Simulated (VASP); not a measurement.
Write the native input for VASP 6.6.1 that does the following.

```
Task                   : single point
Functional             : PBE
Potentials or basis    : VASP PAW PBE potentials, release 64 (Ti_sv, O)
Cutoff                 : 520 eV
k mesh                 : 8 × 8 × 10
Occupations            : gaussian, width 0.05 eV
Spin                   : no spin polarisation
Dipole correction      : no
Further INCAR settings : ALGO = Normal; EDIFF = 1e-06; NBANDS = 33
```

The structure of TiO2 lies in POSCAR:

```
TiO2
1.0
    4.5681632771      0.0000000000      0.0000000000
    0.0000000000      4.5681632771      0.0000000000
    0.0000000000      0.0000000000      3.0620196522
Ti O
2 4
Direct
    0.0000000000      0.0000000000      0.0000000000
    0.5000000000      0.5000000000      0.5000000000
    0.3051105247      0.3051105247      0.0000000000
    0.1948894753      0.8051105247      0.5000000000
    0.6948894753      0.6948894753      0.0000000000
    0.8051105247      0.1948894753      0.5000000000
```

This cell differs from its parent crystal: ratio of the length along z to the lengths across it x 1.05, volume and fractional coordinates fixed.

The input as run:

INCAR

```
SYSTEM = TiO2
PREC = Accurate
ENCUT = 520
EDIFF = 1E-6
ISMEAR = 0
SIGMA = 0.05
LREAL = .False.
LASPH = .True.
NELM = 60
ALGO = Normal
ISIF = 2
LWAVE = .False.
LCHARG = .True.
GGA = PE
LELF = .True.
LVHAR = .True.
NBANDS = 33
```

KPOINTS

```
Automatic mesh
0
Gamma
  8 8 10
  0 0 0
```

Potentials or basis: VASP PAW PBE potentials, release 64 (Ti_sv, O).

The run is started by

```console
$ cat potpaw_PBE.64/Ti_sv/POTCAR potpaw_PBE.64/O/POTCAR > POTCAR
$ mpirun -np 1 vasp_std > vasp.out
```

It gave:

The pressure is -1.1 GPa and the largest force is 0.026 eV/Å. The band gap on the k mesh is 1.76 eV.

Caveat: the stress differs along the axes, from -9 to 3 GPa.

It took 95 s on 1 thread of Intel(R) Xeon(R) Platinum 8488C (Sapphire Rapids), with other jobs on the host, peak memory 0.27 GiB.
